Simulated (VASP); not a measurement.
Input of a VASP 6.6.1 run:

File INCAR:

```
SYSTEM = HfN
PREC = Accurate
ENCUT = 520
EDIFF = 1E-6
ISMEAR = 0
SIGMA = 0.15
LREAL = .False.
LASPH = .True.
NELM = 100
ALGO = Normal
ISIF = 2
LWAVE = .False.
LCHARG = .True.
GGA = CA
LELF = .True.
LVHAR = .True.
NBANDS = 23
```

File KPOINTS:

```
Automatic mesh
0
Gamma
  14 14 10
  0 0 0
```

POSCAR

```
HfN
1.0
    0.0000000000     -2.2339756809     -2.2339756809
    0.0000000000      2.2339756809     -2.2339756809
    4.4679513618      0.0000000000      0.0000000000
Hf N
2 2
Direct
    0.5006324743      0.4993675257      0.5000000000
   -0.0006324743      0.0006324743      0.0000000000
    0.5145480545      0.4854519455      0.0000000000
   -0.0145480545      0.0145480545      0.5000000000
```

Potentials or basis: VASP PAW LDA potentials, release 64 (Hf_pv, N).

Run with:

```console
$ cat potpaw_LDA.64/Hf_pv/POTCAR potpaw_LDA.64/N/POTCAR > POTCAR
$ mpirun -np 1 vasp_std > vasp.out
```

(1) What does it give for the pressure?

(2) Predict the largest force.

(3) Predict the band gap on the k mesh.

Results:

(1) -0.5 GPa.

(2) 0.928 eV/Å.

(3) zero (bands 15 and 16 overlap by 6.67 eV).

Caveat: the cell differs from its parent crystal (atoms displaced along a vibrational mode); spin-orbit coupling is left out, which moves the levels of the heavy elements.
